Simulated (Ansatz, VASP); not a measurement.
## Ir: VASP beside Ansatz

INCAR

```
  PREC = Accurate
  ENCUT = 520
  EDIFF = 1E-6
  ISMEAR = 0
  SIGMA = 0.15
  LREAL = False
  LASPH = True
  NELM = 100
  ALGO = Normal
  ISIF = 2
  LWAVE = False
  LCHARG = False
  GGA = PE
  NBANDS = 10
```

The input KPOINTS:

```
regular mesh
0
Gamma
  22 22 22
```

Contents of POSCAR:

```
Ir
1.0
    0.0000000000      2.1634089064      1.6723150847
    2.1634089064      0.0000000000      1.6723150847
    2.1634089064      2.1634089064      0.0000000000
Ir
1
Direct
    0.0000000000      0.0000000000      0.0000000000
```

Input for Ansatz:

```yaml
crystal:
  lattice:
    - [0.0, 2.1634089064, 1.6723150847]
    - [2.1634089064, 0.0, 1.6723150847]
    - [2.1634089064, 2.1634089064, 0.0]
  atoms:
    - { symbol: Ir, position: [0.0, 0.0, 0.0] }
basis:
  ecutwfc: 420
kpoints:
  mp_grid: { grid: [22, 22, 22] }
hamiltonian:
  xc: pbe
  pseudopotentials: { kind: paw, azcp: { folder: soft_1 } }
scf:
  occupations: { method: gaussian, width: 0.15 }
output:
  forces: true
  stress: true
  eigenvalues: true
```

Alike in both runs: task single point; functional PBE; k mesh 22 × 22 × 22; occupations gaussian, width 0.15 eV; no spin polarisation.

|  | VASP | Ansatz |
| --- | --- | --- |
| version | VASP 6.6.1 | Ansatz 0.2.0 |
| potentials or method | VASP PAW PBE potentials, release 64 (Ir), cutoff 520 eV | scalar-relativistic, plane waves, PAW |
| valence electrons in the cell | 9 | 17 |

|  | VASP | Ansatz | Ansatz less VASP |
| --- | --- | --- | --- |
| gap on the k mesh at the Fermi level (eV) | none | none | - |
| pressure (GPa) | -13.0 | -13.4 | -0.38 |
| traceless stress, the component that is largest in VASP (GPa) | 23.16 | 23.45 | +0.295 |

A gap of «none» marks a metal or a gap that the smearing closes. VASP's potentials hold 9 valence electrons a cell and Ansatz's 17, so a difference there can come from the potentials and not from the codes.

Neither program's run includes spin-orbit coupling.
